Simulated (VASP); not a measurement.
Write the native input for VASP 6.6.1 that does the following.

| Quantity | Value |
| --- | --- |
| Task | electric field gradients |
| Functional | PBE |
| Potentials or basis | VASP PAW PBE potentials, release 64 (Li_sv) |
| Cutoff | 520 eV |
| k mesh | 15 × 15 × 15 |
| Occupations | fermi-dirac, width 0.08 eV |
| Spin | no spin polarisation |
| Dipole correction | no |
| Further INCAR settings | ALGO = Normal; EDIFF = 1e-08; NBANDS = 8 |

The structure of Li lies in POSCAR:

```
Li
1.0
   -1.7850000000      1.7500000000      1.7500000000
    1.7500000000     -1.7850000000      1.7500000000
    1.7500000000      1.7500000000     -1.7850000000
Li
1
Direct
    0.0000000000      0.0000000000      0.0000000000
```

This cell differs from its parent crystal: equal xy, yz and zx shear strains of -2 %.

One way to write it, as run:

INCAR

```
SYSTEM = Li
ALGO = Normal ; EDIFF = 1E-8
ENCUT = 520 ; GGA = PE
ISIF = 2 ; ISMEAR = -1
LASPH = .TRUE. ; LCHARG = .FALSE.
LEFG = .TRUE. ; LREAL = .FALSE.
LWAVE = .FALSE. ; NBANDS = 8
NELM = 60 ; PREC = Accurate
SIGMA = 0.08
```

KPOINTS

```
k-points
0
G
  15 15 15
  0 0 0
```

Potentials or basis: VASP PAW PBE potentials, release 64 (Li_sv).

Run with:

```bash
$ cat potpaw_PBE.64/Li_sv/POTCAR > POTCAR
$ mpirun -np 1 vasp_std > vasp.out
```

Results of the run:

The band gap on the k mesh is zero (an odd number of electrons rules out a gap without spin polarisation) and the largest electric field gradient by atom is Li +0.14 V/Å².

Caveat: the cell differs from its parent crystal (equal xy, yz and zx shear strains of -2 %); without QUAD_EFG the Cq values of the log hold for a quadrupole moment of 1 mb, not for the nuclei.

It took 59 s on 1 thread of Intel Xeon 8259CL (shared host), peak memory 0.16 GiB.
